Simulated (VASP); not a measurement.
Set up this calculation in VASP 6.6.1, as the native input.

* Task: single point
* Functional: PBE
* Potentials or basis: VASP PAW PBE potentials, release 64 (As, O)
* Cutoff: 520 eV
* k mesh: 4 × 4 × 4
* Occupations: gaussian, width 0.1 eV
* Spin: no spin polarisation
* Dipole correction: no
* Further INCAR settings: ALGO = Normal; EDIFF = 1e-06; NBANDS = 32

The structure of AsO lies in POSCAR:

```
AsO
1.0
    5.3716919996      0.0000000000      0.0000000000
    0.0000000000      4.8368105160      0.0000000000
    0.0000000000      0.0000000000      4.5675015313
As O
4 4
Direct
    0.2550000000      0.0096000000      0.2500000000
    0.7450000000      0.9904000000      0.7500000000
    0.2550000000      0.4904000000      0.7500000000
    0.7450000000      0.5096000000      0.2500000000
    0.8593000000      0.0628000000      0.2500000000
    0.1407000000      0.9372000000      0.7500000000
    0.8593000000      0.4372000000      0.7500000000
    0.1407000000      0.5628000000      0.2500000000
```

These files were run (other wordings do the same):

INCAR

```
SYSTEM = AsO
PREC = Accurate
ENCUT = 520
EDIFF = 1E-6
ISMEAR = 0
SIGMA = 0.1
LREAL = .FALSE.
LASPH = .TRUE.
NELM = 60
ALGO = Normal
ISIF = 2
LWAVE = .FALSE.
LCHARG = .FALSE.
GGA = PE
NBANDS = 32
```

KPOINTS

```
regular mesh
0
G
  4 4 4
  0 0 0
```

Potentials or basis: VASP PAW PBE potentials, release 64 (As, O).

Launch:

```sh
$ cat potpaw_PBE.64/As/POTCAR potpaw_PBE.64/O/POTCAR > POTCAR
$ mpirun -np 1 vasp_std > vasp.out
```

Results of the run:

| Property | Result |
| --- | --- |
| Pressure | -9.8 GPa |
| Largest force | 1.796 eV/Å |
| Band gap on the k mesh | zero (bands 22 and 23 overlap by 1.64 eV) |

Caveat: the stress differs along the axes, from -14 to -7 GPa; forces of over 1 eV/Å act on the atoms, so gaps and moduli don't describe the material at rest.

Run time: 44 s on 1 thread of Intel(R) Xeon(R) 6975P-C (Granite Rapids) (shared host), peak memory 0.25 GiB.
